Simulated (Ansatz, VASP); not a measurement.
# InP: VASP beside Ansatz

Contents of INCAR:

```
SYSTEM = InP
ALGO = Normal ; EDIFF = 1E-7
ENCUT = 520 ; GGA = PE
ISIF = 2 ; ISMEAR = 0
LASPH = .True. ; LCHARG = .True.
LELF = .True. ; LREAL = .False.
LVHAR = .True. ; LWAVE = .False.
NBANDS = 16 ; NELM = 80
PREC = Accurate ; SIGMA = 0.15
```

File KPOINTS:

```
k-points
0
Gamma
  16 16 16
  0 0 0
```

Contents of POSCAR:

```
InP
1.0
    0.0000000000      3.0139298331      2.5618403581
    3.0139298331      0.0000000000      2.5618403581
    3.0139298331      3.0139298331      0.0000000000
In P
1 1
Direct
    0.0000000000      0.0000000000      0.0000000000
    0.5000000000      0.5000000000      0.5000000000
```

Input for Ansatz:

```yaml
crystal:
  lattice:
    - [0.0, 3.0139298331, 2.5618403581]
    - [3.0139298331, 0.0, 2.5618403581]
    - [3.0139298331, 3.0139298331, 0.0]
  atoms:
    - { symbol: In, position: [0.0, 0.0, 0.0] }
    - { symbol: P, position: [0.5, 0.5, 0.5] }
basis:
  ecutwfc: 420
kpoints:
  mp_grid: { grid: [16, 16, 16] }
hamiltonian:
  xc: pbe
scf:
  occupations: { method: gaussian, width: 0.15 }
output:
  forces: true
  stress: true
  eigenvalues: true
```

Alike in both runs: task single point; functional PBE; k mesh 16 × 16 × 16; occupations gaussian, width 0.15 eV; no spin polarisation.

|  | VASP | Ansatz |
| --- | --- | --- |
| version | VASP 6.6.1 | Ansatz 0.2.0 |
| potentials or method | VASP PAW PBE potentials, release 64 (In_d, P), cutoff 520 eV | scalar-relativistic, plane waves, PAW |
| valence electrons in the cell | 18 | 18 |

|  | VASP | Ansatz | Ansatz less VASP |
| --- | --- | --- | --- |
| gap on the k mesh at the Fermi level (eV) | none | none | - |
| pressure (GPa) | -2.0 | -2.0 | +0.06 |
| traceless stress, the component that is largest in VASP (GPa) | 10.33 | 10.38 | +0.054 |

A gap of «none» marks a metal or a gap that the smearing closes.
